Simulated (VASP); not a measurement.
# Hf3Si2W (I4/mmm) in VASP: relaxation of cell and atoms with PBE

Aim: the relaxation of cell and atoms of Hf3Si2W with PBE.

All numbers are computed with VASP 6.6.1; they aren't measurements. Logs are shortened: lines on timing, memory, paths and dates and some standing lists are left out, and cuts for length are marked.

### Step 1. The cell of the first run

Symmetry: I4/mmm, No. 139, tetragonal system. Conventional cell: a = 5.433 Å, b = 5.433 Å, c = 10.228 Å, α = 90.00°, β = 90.00°, γ = 90.00°. Hf (site symmetry mmm) has 2 Si at 2.56 Å and 2 Hf at 2.72 Å and 2 W at 2.72 Å within 3.4 Å. Within 3.9 Å of Hf (site symmetry 4/mmm) lie 4 Hf at 2.72 Å and 8 Si at 3.73 Å and 4 W at 3.84 Å. Within 3.4 Å of Si (site symmetry -4m2) lie 2 Hf at 2.56 Å. W (site symmetry 4/mmm) has 8 Hf at 2.72 to 3.84 Å and 8 Si at 3.73 Å within 3.9 Å.

The cell was generated, and may not be a known phase.

### Step 2. Relaxation of cell and atoms, PBE

File INCAR:

```
PREC = Accurate ; ENCUT = 600
EDIFF = 1E-6 ; ISMEAR = 0
SIGMA = 0.1 ; LREAL = False
LASPH = True ; NELM = 80
ALGO = Fast ; ISIF = 3
LWAVE = False ; LCHARG = False
GGA = PE ; IBRION = 2
NSW = 100 ; EDIFFG = -0.01
```

File KPOINTS:

```
Automatic mesh
0
Gamma
  10 10 10
```

File POSCAR:

```
Hf3Si2W
1.0
   -2.7165355035      2.7165355035      5.1138008175
    2.7165355035     -2.7165355035      5.1138008175
    2.7165355035      2.7165355035     -5.1138008175
Hf Si W
3 2 1
Direct
    0.5000000000      0.0000000000      0.5000000000
    0.0000000000      0.5000000000      0.5000000000
    0.5000000000      0.5000000000      0.0000000000
    0.7500000000      0.2500000000      0.5000000000
    0.2500000000      0.7500000000      0.5000000000
    0.0000000000      0.0000000000      0.0000000000
```

Potentials or basis: VASP PAW PBE potentials, release 64 (Hf_pv, Si, W_sv).

Run with:

```console
cat potpaw_PBE.64/Hf_pv/POTCAR potpaw_PBE.64/Si/POTCAR potpaw_PBE.64/W_sv/POTCAR > POTCAR
mpirun -np 1 vasp_std > vasp.out
```

OUTCAR:

```text
PREC = Accurate
   ENCUT = 600
   EDIFF = 1E-6
   ISMEAR = 0
   LREAL = False
   LASPH = True
   NELM = 80
   ISIF = 3
   GGA = PE
   IBRION = 2
   NSW = 100
   EDIFFG = -0.01

 ion  position               nearest neighbor table
   1  0.500  0.000  0.500-   4 2.56   5 2.56   3 2.72   6 2.72   3 2.72   6 2.72   2 3.84   2 3.84
                             2 3.84   2 3.84
   2  0.000  0.500  0.500-   4 2.56   5 2.56   3 2.72   6 2.72   6 2.72   3 2.72   1 3.84   1 3.84
                             1 3.84   1 3.84
   3  0.500  0.500  0.000-   1 2.72   2 2.72   1 2.72   2 2.72
   4  0.750  0.250  0.500-   1 2.56   2 2.56
   5  0.250  0.750  0.500-   1 2.56   2 2.56
   6  0.000  0.000  0.000-   1 2.72   2 2.72   2 2.72   1 2.72

  LATTYP: Found a body centered tetragonal cell.
 ALAT       =     5.4330710070
 C/A-ratio  =     1.8824715565

  Lattice vectors:

 A1 = (  -2.7165355035,   2.7165355035,   5.1138008175)
 A2 = (   2.7165355035,  -2.7165355035,   5.1138008175)
 A3 = (   2.7165355035,   2.7165355035,  -5.1138008175)

Analysis of symmetry for initial positions (statically):
=====================================================================
 Subroutine PRICEL returns:
 Original cell was already a primitive cell.

 Routine SETGRP: Setting up the symmetry group for a
 body centered tetragonal supercell.

 Subroutine GETGRP returns: Found 16 space group operations
 (whereof 16 operations were pure point group operations)
 out of a pool of 16 trial point group operations.

The static configuration has the point symmetry D_4h.

Analysis of symmetry for dynamics (positions and initial velocities):
=====================================================================
 Subroutine PRICEL returns:
 Original cell was already a primitive cell.

 Routine SETGRP: Setting up the symmetry group for a
 body centered tetragonal supercell.

 Subroutine GETGRP returns: Found 16 space group operations
 (whereof 16 operations were pure point group operations)
 out of a pool of 16 trial point group operations.

The dynamic configuration has the point symmetry D_4h.

 Subroutine INISYM returns: Found 16 space group operations
 (whereof 16 operations are pure point group operations),
 and found     1 'primitive' translations

----------------------------------------------------------------------------------------

                                     Primitive cell

  volume of cell :     150.9505

  direct lattice vectors                    reciprocal lattice vectors
    -2.716535503  2.716535503  5.113800817     0.000000000  0.184057966  0.097774633
     2.716535503 -2.716535503  5.113800817     0.184057966  0.000000000  0.097774633
     2.716535503  2.716535503 -5.113800817     0.184057966  0.184057966  0.000000000

  length of vectors
     6.396099521  6.396099521  6.396099521     0.208415964  0.208415964  0.260297272

  position of ions in fractional coordinates (direct lattice)
     0.500000000  0.000000000  0.500000000
     0.000000000  0.500000000  0.500000000
     0.500000000  0.500000000  0.000000000
     0.750000000  0.250000000  0.500000000
     0.250000000  0.750000000  0.500000000
     0.000000000  0.000000000  0.000000000

  ion indices of the primitive-cell ions
   primitive index   ion index
                 1           1
                 2           2
                 3           3
                 4           4
                 5           5
                 6           6

----------------------------------------------------------------------------------------

 KPOINTS: Automatic mesh

Automatic generation of k-mesh.
 Grid dimensions read from file:
 generate k-points for:   10   10   10

 Generating k-lattice:

  Cartesian coordinates                     Fractional coordinates (reciprocal lattice)
     0.000000000  0.018405797  0.009777463     0.100000000  0.000000000  0.000000000
     0.018405797  0.000000000  0.009777463     0.000000000  0.100000000  0.000000000
     0.018405797  0.018405797  0.000000000     0.000000000  0.000000000  0.100000000

  Length of vectors
     0.020841596  0.020841596  0.026029727

  Shift w.r.t. Gamma in fractional coordinates (k-lattice)
     0.000000000  0.000000000  0.000000000

 Subroutine IBZKPT returns following result:
 ===========================================

 Found    102 irreducible k-points:

 Following reciprocal coordinates:
            Coordinates               Weight
  0.000000  0.000000  0.000000      1.000000
  0.100000  0.000000  0.000000      8.000000
  0.200000  0.000000  0.000000      8.000000
  0.300000  0.000000  0.000000      8.000000
  0.400000 -0.000000  0.000000      8.000000
  0.500000  0.000000  0.000000      4.000000
[... 16 lines left out ...]
  0.300000  0.300000  0.000000      8.000000
  0.400000  0.300000 -0.000000     16.000000
 [... further k-points ...]
   k-points           NKPTS =    102   k-points in BZ     NKDIM =    102   number of bands    NBANDS=     31
   number of dos      NEDOS =    301   number of ions     NIONS =      6
   total plane-waves  NPLWV = 157464
   dimension x,y,z NGX =    54 NGY =   54 NGZ =   54
   dimension x,y,z NGXF=   108 NGYF=  108 NGZF=  108
   ions per type =               3   2   1
   NGX,Y,Z   is equivalent  to a cutoff of  14.04, 14.04, 14.04 a.u.
   NGXF,Y,Z  is equivalent  to a cutoff of  28.07, 28.07, 28.07 a.u.
 SYSTEM =  unknown system
   PREC   = accura    normal or accurate (medium, high low for compatibility)
   ISTART =      0    job   : 0-new  1-cont  2-samecut
   ICHARG =      2    charge: 1-file 2-atom 10-const
   ISPIN  =      1    spin polarized calculation?
   LNONCOLLINEAR =      F non collinear calculations
   LSORBIT =      F    spin-orbit coupling
   LASPH  =      T    aspherical Exc in radial PAW
   ENCUT  =  600.0 eV  44.10 Ry    6.64 a.u.  12.77 12.77 12.77*2*pi/ulx,y,z
   NELM   =     80;   NELMIN=  2; NELMDL= -5     # of ELM steps
   EDIFF  = 0.1E-05   stopping-criterion for ELM
   LREAL  =      F    real-space projection
   EDIFFG = -.1E-01   stopping-criterion for IOM
   NSW    =    100    number of steps for IOM
   IBRION =      2    ionic relax: 0-MD 1-quasi-New 2-CG
   NFREE  =      1    steps in history (QN), initial steepest desc. (CG)
   ISIF   =      3    stress and relaxation
   ISYM   =      2    0-nonsym 1-usesym 2-fastsym
   POTIM  = 0.5000    time-step for ionic-motion
   TEBEG  =    0.0;   TEEND  =   0.0 temperature during run
   PSTRESS=    0.0 pullay stress
   NELECT =      52.0000    total number of electrons
   NUPDOWN=      -1.0000    fix difference up-down
   EMIN   =  10.00;   EMAX   =-10.00  energy-range for DOS
   EFERMI =   0.00;   METHOD = LEGACY
   ISMEAR =     0;   SIGMA  =   0.10  broadening in eV -4-tet -1-fermi 0-gaus
   EFERMI_NEDOS =   21; number of points for ismear=-14 and -15
   IALGO  =     68    algorithm
   IMIX   =      4    mixing-type and parameters
     AMIX     =   0.40;   BMIX     =  1.00
     AMIX_MAG =   1.60;   BMIX_MAG =  1.00
  volume/ion in A,a.u.               =      25.16       169.78
  Fermi-wavevector in a.u.,A,eV,Ry     =   1.147619  2.168686 17.919275  1.317030
  Thomas-Fermi vector in A             =   2.284298
   LORBIT       =      0    0 simple, 1 ext, 2 COOP (PROOUT), +10 PAW based schemes
   GGA     = PE    functional components
   LHFCALC =     F    Hartree Fock is set to
   AEXX    =    0.0000 exact exchange contribution
   IVDW    =     0    specifies the selected vdW correction
   LEPSILON=     F    determine dielectric tensor
   LRPA    =     F    only Hartree local field effects (RPA)
 conjugate gradient relaxation of ions
 non-spin polarized calculation
 RMM-DIIS sequential band-by-band and
 Gauss-broadening in eV      SIGMA  =   0.10
  energy-cutoff  :      600.00
  volume of cell :      150.95
 maximum number of plane-waves:      5062
 NGX is ok and might be reduce to    54
   NGX = 25   NGY = 25   NGZ = 25

--------------------------------------- Ionic step        1  -------------------------------------------

 number of electron      52.0000001 magnetization

 Free energy of the ion-electron system (eV)
  ---------------------------------------------------
  ext. energy  EPLUGINS =         0.00000000
  ---------------------------------------------------
  free energy    TOTEN  =       -45.15195818 eV

  energy without entropy =      -45.12710986  energy(sigma->0) =      -45.13953402

------------------------ aborting loop because EDIFF is reached ----------------------------------------

  FORCE on cell =-STRESS in cart. coord.  units (eV):
  Direction    XX          YY          ZZ          XY          YZ          ZX
  --------------------------------------------------------------------------------------
  -------------------------------------------------------------------------------------
  Total       -0.2212302     -0.2212302      0.4140933      0.0000000     -0.0000000      0.0000000
  in kB       -2.3481206     -2.3481206      4.3951547      0.0000000     -0.0000000      0.0000000
  external PRESSURE =      -0.1003622 kB  Pullay stress =       0.0000000 kB

 VOLUME and BASIS-vectors are now :
 -----------------------------------------------------------------------------
  energy-cutoff  :      600.00
  volume of cell :      150.95
      direct lattice vectors                 reciprocal lattice vectors
    -2.716535503  2.716535503  5.113800817     0.000000000  0.184057966  0.097774633
     2.716535503 -2.716535503  5.113800817     0.184057966  0.000000000  0.097774633
     2.716535503  2.716535503 -5.113800817     0.184057966  0.184057966  0.000000000
[... 41 lines left out ...]
 POSITION                                       TOTAL-FORCE (eV/Angst)
 -----------------------------------------------------------------------------------
      0.00000      2.71170      0.00000        -0.000000      0.000000     -0.000000
      0.00000      2.71170      5.13083        -0.000000      0.000000     -0.000000
      0.00000      0.00000      5.13083        -0.000000      0.000000     -0.000000
     -0.00000      2.71170      2.56541         0.000000     -0.000000      0.000000
      2.71170     -0.00000      2.56541         0.000000     -0.000000     -0.000000
     -2.71170      2.71170      5.13083        -0.000000      0.000000     -0.000000
 -----------------------------------------------------------------------------------
    total drift:                                0.000000      0.000000     -0.000000

  FREE ENERGIE OF THE ION-ELECTRON SYSTEM (eV)
  ---------------------------------------------------
  free  energy   TOTEN  =       -45.1522235579 eV

  energy  without entropy=      -45.1275908785  energy(sigma->0) =      -45.13990722

--------------------------------------- Ionic step        3  -------------------------------------------

 number of electron      52.0000000 magnetization

 Free energy of the ion-electron system (eV)
  ---------------------------------------------------
  ext. energy  EPLUGINS =         0.00000000
  ---------------------------------------------------
  free energy    TOTEN  =       -45.15256962 eV

  energy without entropy =      -45.12784593  energy(sigma->0) =      -45.14020778

 E-fermi :   3.8513     XC(G=0):  -9.9766

 val. band max:        3.8510341856   @ k =   0.4000   0.1000   0.1000
 cond. band min:       3.8569550554   @ k =   0.2000   0.2000  -0.0000
 fundamental gap:      0.0059208698
 Fermi energy:         3.8513487106

 k-point     1 :       0.0000    0.0000    0.0000
  band No.  band energies     occupation
      1     -69.9934      2.00000
      2     -34.4350      2.00000
      3     -34.1084      2.00000
      4     -34.1084      2.00000
      5     -27.3195      2.00000
      6     -27.3195      2.00000
[... 805 lines left out ...]
     30       4.9085      0.00000
     31       5.0871      0.00000

 [... further k-points ...]
[... 5 lines left out ...]
  --------------------------------------------------------------------------------------
  -------------------------------------------------------------------------------------
  Total       -0.0273379     -0.0273379     -0.0267501      0.0000000     -0.0000000      0.0000000
  in kB       -0.2902013     -0.2902013     -0.2839615      0.0000000     -0.0000000      0.0000000
  external PRESSURE =      -0.2881214 kB  Pullay stress =       0.0000000 kB

 VOLUME and BASIS-vectors are now :
 -----------------------------------------------------------------------------
  energy-cutoff  :      600.00
  volume of cell :      150.93
      direct lattice vectors                 reciprocal lattice vectors
    -2.713790034  2.713790034  5.123474657     0.000000000  0.184244173  0.097590021
     2.713790034 -2.713790034  5.123474657     0.184244173  0.000000000  0.097590021
     2.713790034  2.713790034 -5.123474657     0.184244173  0.184244173  0.000000000

 POSITION                                       TOTAL-FORCE (eV/Angst)
 -----------------------------------------------------------------------------------
      0.00000      2.71379      0.00000         0.000000     -0.000000      0.000000
      2.71379      0.00000      0.00000         0.000000     -0.000000      0.000000
      0.00000      0.00000      5.12347         0.000000     -0.000000      0.000000
     -0.00000      2.71379      2.56174        -0.000000     -0.000000      0.000000
      2.71379     -0.00000      2.56174        -0.000000      0.000000     -0.000000
      0.00000     -0.00000      0.00000         0.000000     -0.000000      0.000000
 -----------------------------------------------------------------------------------
    total drift:                                0.000000      0.000000     -0.000000

  FREE ENERGIE OF THE ION-ELECTRON SYSTEM (eV)
  ---------------------------------------------------
  free  energy   TOTEN  =       -45.1525696190 eV

  energy  without entropy=      -45.1278459313  energy(sigma->0) =      -45.14020778

 reached required accuracy - stopping structural energy minimisation
```

Wall time 69 min (1 thread of Oxide Virtual Turin-like, shared host); peak memory 0.78 GiB.

What came out:

```
Free energy                           : -45.1526 eV
Relaxed volume                        : 25.16 Å³/atom
Relaxed cell                          : a = 6.402 Å, b = 6.402 Å, c = 6.402 Å, α = 129.83°, β = 129.83°, γ = 73.67°
Space group after relaxing (to 0.1 Å) : I4/mmm (No. 139)
Energy gained by relaxing             : 0.1 meV/atom
Ionic steps                           : 3
Pressure after relaxing               : 0.0 GPa
Band gap on the k mesh                : zero (bands 26 and 27 overlap by 1.36 eV)
```

Step by step:
```csv
step,energy change (eV),largest force (eV/Å),pressure (GPa),volume (Å³)
1,0.0000,0.0000,-0.01,150.95
2,-0.0003,0.0000,-0.03,150.91
3,-0.0006,0.0000,-0.03,150.93
```

Final structure:
```
CELL_PARAMETERS angstrom
-2.71379 2.71379 5.12347
2.71379 -2.71379 5.12347
2.71379 2.71379 -5.12347
ATOMIC_POSITIONS crystal
Hf 0.50000 0.00000 0.50000
Hf 0.00000 0.50000 0.50000
Hf 0.50000 0.50000 0.00000
Si 0.75000 0.25000 0.50000
Si 0.25000 0.75000 0.50000
W 0.00000 0.00000 0.00000
```

Caveat: spin-orbit coupling is left out, which moves the levels of the heavy elements.
